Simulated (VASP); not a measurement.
# Zn (Fm-3m) in VASP: a series of runs

Runs on Zn. Level: revPBE. Tasks: single point.

Everything below comes from runs of VASP 6.6.1. Logs are shortened: lines on timing, memory, paths and dates and some standing lists are left out, and cuts for length are marked.

**1. The cell of the first run**

It takes space group Fm-3m (No. 225, cubic). The conventional cell has a = 3.920 Å, b = 3.920 Å, c = 3.920 Å, α = 90.00°, β = 90.00°, γ = 90.00°. Zn (site symmetry m-3m) has 12 Zn at 2.77 Å within 3.7 Å.

**2. Single point, revPBE (volume scaled by 0.96)**

Contents of INCAR:

```
PREC = Accurate
ENCUT = 520
EDIFF = 1E-7
ISMEAR = -1
SIGMA = 0.1
LREAL = F
LASPH = T
NELM = 100
ALGO = Normal
ISIF = 2
LWAVE = F
LCHARG = F
GGA = RE
NBANDS = 12
```

Contents of KPOINTS:

```
Automatic mesh
0
Gamma
  15 15 15
```

Contents of POSCAR:

```
Zn
1.0
    0.0000000000      1.9601336681      1.9601336681
    1.9601336681      0.0000000000      1.9601336681
    1.9601336681      1.9601336681      0.0000000000
Zn
1
Direct
    0.0000000000      0.0000000000      0.0000000000
```

Potentials or basis: VASP PAW PBE potentials, release 64 (Zn).

Launch:

```
$ cat potpaw_PBE.64/Zn/POTCAR > POTCAR
$ mpirun -np 1 vasp_std > vasp.out
```

OUTCAR:

```text
PREC = Accurate
   ENCUT = 520
   EDIFF = 1E-7
   ISMEAR = -1
   LREAL = F
   LASPH = T
   NELM = 100
   ISIF = 2
   GGA = RE

 ion  position               nearest neighbor table
   1  0.000  0.000  0.000-

  LATTYP: Found a face centered cubic cell.
 ALAT       =     3.9202673362

  Lattice vectors:

 A1 = (   0.0000000000,   1.9601336681,   1.9601336681)
 A2 = (   1.9601336681,   0.0000000000,   1.9601336681)
 A3 = (   1.9601336681,   1.9601336681,   0.0000000000)

Analysis of symmetry for initial positions (statically):
=====================================================================
 Subroutine PRICEL returns:
 Original cell was already a primitive cell.

 Routine SETGRP: Setting up the symmetry group for a
 face centered cubic supercell.

 Subroutine GETGRP returns: Found 48 space group operations
 (whereof 48 operations were pure point group operations)
 out of a pool of 48 trial point group operations.

The static configuration has the point symmetry O_h .

Analysis of symmetry for dynamics (positions and initial velocities):
=====================================================================
 Subroutine PRICEL returns:
 Original cell was already a primitive cell.

 Routine SETGRP: Setting up the symmetry group for a
 face centered cubic supercell.

 Subroutine GETGRP returns: Found 48 space group operations
 (whereof 48 operations were pure point group operations)
 out of a pool of 48 trial point group operations.

The dynamic configuration has the point symmetry O_h .

 Subroutine INISYM returns: Found 48 space group operations
 (whereof 48 operations are pure point group operations),
 and found     1 'primitive' translations

----------------------------------------------------------------------------------------

                                     Primitive cell

  volume of cell :      15.0622

  direct lattice vectors                    reciprocal lattice vectors
     0.000000000  1.960133668  1.960133668    -0.255084645  0.255084645  0.255084645
     1.960133668  0.000000000  1.960133668     0.255084645 -0.255084645  0.255084645
     1.960133668  1.960133668  0.000000000     0.255084645  0.255084645 -0.255084645

  length of vectors
     2.772047617  2.772047617  2.772047617     0.441819565  0.441819565  0.441819565

  position of ions in fractional coordinates (direct lattice)
     0.000000000  0.000000000  0.000000000

  ion indices of the primitive-cell ions
   primitive index   ion index
                 1           1

[... 78 lines left out ...]
   ISYM   =      2    0-nonsym 1-usesym 2-fastsym
   POTIM  = 0.5000    time-step for ionic-motion
   TEBEG  =    0.0;   TEEND  =   0.0 temperature during run
   PSTRESS=    0.0 pullay stress
   NELECT =      12.0000    total number of electrons
   NUPDOWN=      -1.0000    fix difference up-down
   EMIN   =  10.00;   EMAX   =-10.00  energy-range for DOS
   EFERMI =   0.00;   METHOD = LEGACY
   ISMEAR =    -1;   SIGMA  =   0.10  broadening in eV -4-tet -1-fermi 0-gaus
   EFERMI_NEDOS =   21; number of points for ismear=-14 and -15
   IALGO  =     38    algorithm
   IMIX   =      4    mixing-type and parameters
     AMIX     =   0.40;   BMIX     =  1.00
     AMIX_MAG =   1.60;   BMIX_MAG =  1.00
  volume/ion in A,a.u.               =      15.06       101.64
  Fermi-wavevector in a.u.,A,eV,Ry     =   1.517654  2.867951 31.337958  2.303275
  Thomas-Fermi vector in A             =   2.626881
   LORBIT       =      0    0 simple, 1 ext, 2 COOP (PROOUT), +10 PAW based schemes
   GGA     = RE    functional components
   LHFCALC =     F    Hartree Fock is set to
   AEXX    =    0.0000 exact exchange contribution
   IVDW    =     0    specifies the selected vdW correction
   LEPSILON=     F    determine dielectric tensor
   LRPA    =     F    only Hartree local field effects (RPA)
 non-spin polarized calculation
  energy-cutoff  :      520.00
  volume of cell :       15.06
 maximum number of plane-waves:       419
 NGX is ok and might be reduce to    24
   NGX = 11   NGY = 11   NGZ = 11

 number of electron      12.0000009 magnetization

 Free energy of the ion-electron system (eV)
  ---------------------------------------------------
  ext. energy  EPLUGINS =         0.00000000
  ---------------------------------------------------
  free energy    TOTEN  =        -0.78682792 eV

  energy without entropy =       -0.77670694  energy(sigma->0) =       -0.78176743

 E-fermi :   3.2217     XC(G=0): -11.5146

 val. band max:        3.1850613460   @ k =   0.4667   0.0667   0.0000
 cond. band min:       3.3122832355   @ k =  -0.3333   0.4000   0.2000
 fundamental gap:      0.1272218895
 Fermi energy:         3.2216972932

 k-point     1 :       0.0000    0.0000    0.0000
  band No.  band energies     occupation
      1      -7.1637      2.00000
      2      -4.3925      2.00000
      3      -4.3925      2.00000
      4      -4.3925      2.00000
      5      -4.0086      2.00000
      6      -4.0086      2.00000
      7      21.6672      0.00000
      8      21.6672      0.00000
      9      21.6672      0.00000
     10      22.1324      0.00000
     11      24.3671      0.00000
     12      24.3671      0.00000
[... 331 lines left out ...]
 k-point    24 :       0.2000    0.1333    0.0000
  band No.  band energies     occupation
      1      -6.0052      2.00000
      2      -4.5417      2.00000
      3      -4.2498      2.00000
      4      -4.2378      2.00000
      5      -4.0741      2.00000
      6      -3.9376      2.00000
      7      15.3193      0.00000
      8      17.0742      0.00000
      9      18.9698      0.00000
     10      20.6584      0.00000
     11      21.3947      0.00000
     12      28.6283      0.00000

 [... further k-points ...]

------------------------ aborting loop because EDIFF is reached ----------------------------------------

  FORCE on cell =-STRESS in cart. coord.  units (eV):
  Direction    XX          YY          ZZ          XY          YZ          ZX
  --------------------------------------------------------------------------------------
  -------------------------------------------------------------------------------------
  Total        0.2793796      0.2793796      0.2793796      0.0000000     -0.0000000     -0.0000000
  in kB       29.7179051     29.7179051     29.7179051      0.0000000     -0.0000000     -0.0000000
  external PRESSURE =      29.7179051 kB  Pullay stress =       0.0000000 kB

 VOLUME and BASIS-vectors are now :
 -----------------------------------------------------------------------------
  energy-cutoff  :      520.00
  volume of cell :       15.06
      direct lattice vectors                 reciprocal lattice vectors
     0.000000000  1.960133668  1.960133668    -0.255084645  0.255084645  0.255084645
     1.960133668  0.000000000  1.960133668     0.255084645 -0.255084645  0.255084645
     1.960133668  1.960133668  0.000000000     0.255084645  0.255084645 -0.255084645

 POSITION                                       TOTAL-FORCE (eV/Angst)
 -----------------------------------------------------------------------------------
      0.00000      0.00000      0.00000         0.000000      0.000000      0.000000
 -----------------------------------------------------------------------------------
    total drift:                               -0.000000      0.000000      0.000000

  FREE ENERGIE OF THE ION-ELECTRON SYSTEM (eV)
  ---------------------------------------------------
  free  energy   TOTEN  =        -0.7868279168 eV

  energy  without entropy=       -0.7767069426  energy(sigma->0) =       -0.78176743
```

OSZICAR:

```text
N       E                     dE             d eps       ncg     rms          rms(c)
DAV:   1     0.421053697533E+02    0.42105E+02   -0.66202E+03  2976   0.158E+03
DAV:   2     0.383177673764E+00   -0.41722E+02   -0.39307E+02  2996   0.211E+02
DAV:   3    -0.865805367346E+00   -0.12490E+01   -0.12471E+01  3376   0.362E+01
DAV:   4    -0.868747647640E+00   -0.29423E-02   -0.29422E-02  3296   0.168E+00
DAV:   5    -0.868749662513E+00   -0.20149E-05   -0.20145E-05  3336   0.433E-02    0.285E+00
DAV:   6    -0.790943677599E+00    0.77806E-01   -0.42755E-01  3488   0.132E+01    0.219E+00
DAV:   7    -0.788065740990E+00    0.28779E-02   -0.75330E-03  3028   0.164E+00    0.110E+00
DAV:   8    -0.786811288661E+00    0.12545E-02   -0.12756E-03  3252   0.541E-01    0.425E-02
DAV:   9    -0.786827815471E+00   -0.16527E-04   -0.81229E-05  3712   0.112E-01    0.205E-02
DAV:  10    -0.786828187911E+00   -0.37244E-06   -0.34383E-06  3356   0.270E-02    0.162E-03
DAV:  11    -0.786828008018E+00    0.17989E-06   -0.76316E-08  2276   0.516E-03    0.484E-04
DAV:  12    -0.786827916790E+00    0.91227E-07   -0.13506E-08  1780   0.149E-03
   1 F= -.78682792E+00 E0= -.78176743E+00  d E =-.101210E-01
```

Run time: 12 s. Hardware: 1 thread of Intel Xeon Platinum 8488C (Sapphire Rapids), shared host; peak memory 0.14 GiB.

Results:

- Free energy: -0.7868 eV
- Pressure: 3.0 GPa
- Band gap on the k mesh: zero (band 6 reaches 5.07 eV, above the bottom of band 7 at 2.05 eV)

Caveat: the cell differs from its parent crystal (volume scaled by 0.96); the PAW data sets were made with another functional, which shifts forces and pressure a little.

**3. Single point, revPBE**

This run uses another cell than the first one, of 15.69 Å³/atom, 1.042 times its volume.

Contents of INCAR:

```
SYSTEM = Zn
ALGO     = Normal         ! electronic algorithm
EDIFF    = 1E-7           ! SCF threshold, eV
ENCUT    = 520            ! plane-wave cutoff, eV
GGA      = RE             ! functional
ISIF     = 2              ! what is computed and relaxed
ISMEAR   = -1             ! smearing method
LASPH    = .TRUE.         ! aspherical terms in the spheres
LCHARG   = .FALSE.        ! write CHGCAR
LREAL    = .FALSE.        ! projectors in reciprocal space
LWAVE    = .FALSE.        ! write WAVECAR
NBANDS   = 12             ! bands
NELM     = 100            ! most SCF steps
PREC     = Accurate       ! precision mode
SIGMA    = 0.1            ! smearing width, eV
```

Contents of KPOINTS:

```
k-points
0
G
  15 15 15
  0 0 0
```

Contents of POSCAR:

```
Zn
1.0
    0.0000000000      1.9869881513      1.9869881513
    1.9869881513      0.0000000000      1.9869881513
    1.9869881513      1.9869881513      0.0000000000
Zn
1
Direct
    0.0000000000      0.0000000000      0.0000000000
```

Potentials or basis: VASP PAW PBE potentials, release 64 (Zn).

Launch:

```
$ cat potpaw_PBE.64/Zn/POTCAR > POTCAR
$ mpirun -np 1 vasp_std > vasp.out
```

Wall time 11 s (1 thread of Intel Xeon Platinum 8488C (Sapphire Rapids), shared host); peak memory 0.14 GiB.

The run converged. Its results:

```
Free energy            : -0.7927 eV
Pressure               : 0.1 GPa
Band gap on the k mesh : zero (band 6 reaches 4.73 eV, above the bottom of band 7 at 1.71 eV)
```

Levels at points of the mesh, in eV from the Fermi level:
| k point | band 2 | band 3 | band 4 | band 5 | band 6 | band 7 | band 8 | band 9 | band 10 | band 11 |
| --- | --- | --- | --- | --- | --- | --- | --- | --- | --- | --- |
| (0.00, 0.00, 0.00) | -7.49 | -7.49 | -7.49 | -7.14 | -7.14 | 17.90 | 17.90 | 17.90 | 18.62 | 20.65 |

Caveat: the PAW data sets were made with another functional, which shifts forces and pressure a little.

(Part 1 of 2 ends here.)
